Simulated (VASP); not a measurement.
Input of a VASP 6.6.1 run:

File INCAR:

```
SYSTEM = Al3GaN4
  ALGO = Normal
  EDIFF = 1E-7
  ENCUT = 520
  GGA = PS
  ISIF = 2
  ISMEAR = 0
  LASPH = .True.
  LCHARG = .False.
  LREAL = .False.
  LWAVE = .False.
  NBANDS = 31
  NELM = 100
  PREC = Accurate
  SIGMA = 0.05
```

KPOINTS

```
k-points
0
Gamma
  6 8 4
  0 0 0
```

Contents of POSCAR:

```
Al3GaN4
1.0
    5.0434079743      0.0000000000      0.0001149899
    0.0000000000      3.4039553640      0.0000000000
   -0.0032362578      0.0000000000      5.4179919454
Al Ga N
3 1 4
Direct
    0.5002300429      0.5000000000      0.1673295662
    0.0009207031      0.5000000000      0.8348055926
    0.0010880657      0.0000000000      0.3316926346
    0.4994217128      0.0000000000      0.6662009018
    0.1111724737      0.0000000000      0.6663292504
    0.1224543244      0.5000000000      0.1671578642
    0.6251234792      0.5000000000      0.8401923549
    0.6231881982      0.0000000000      0.3262928352
```

Potentials or basis: VASP PAW PBE potentials, release 64 (Al, Ga_d, N).

The run is started by

```bash
$ cat potpaw_PBE.64/Al/POTCAR potpaw_PBE.64/Ga_d/POTCAR potpaw_PBE.64/N/POTCAR > POTCAR
$ mpirun -np 1 vasp_std > vasp.out
```

Problem. Estimate the pressure.

Solution. -13.2 GPa.

Problem. Predict the band gap on the k mesh.

Solution. 2.68 eV.

Forces on the atoms (eV/Å):
```
Al   0.292  0.000  0.427
Al   0.248  0.000 -0.441
Al   0.263  0.000 -0.430
Ga   0.279  0.000  0.481
N   -0.219  0.000  0.594
N   -0.266  0.000  0.549
N   -0.276  0.000 -0.597
N   -0.322  0.000 -0.583
```

Caveat: the cell differs from its parent crystal (strain +0.0875 x Voigt [0, 1, 0, 0, 0, 0]); the stress differs along the axes, from -28 to -5 GPa; the PAW data sets were made with another functional, which shifts forces and pressure a little. A k mesh can miss the band edges.
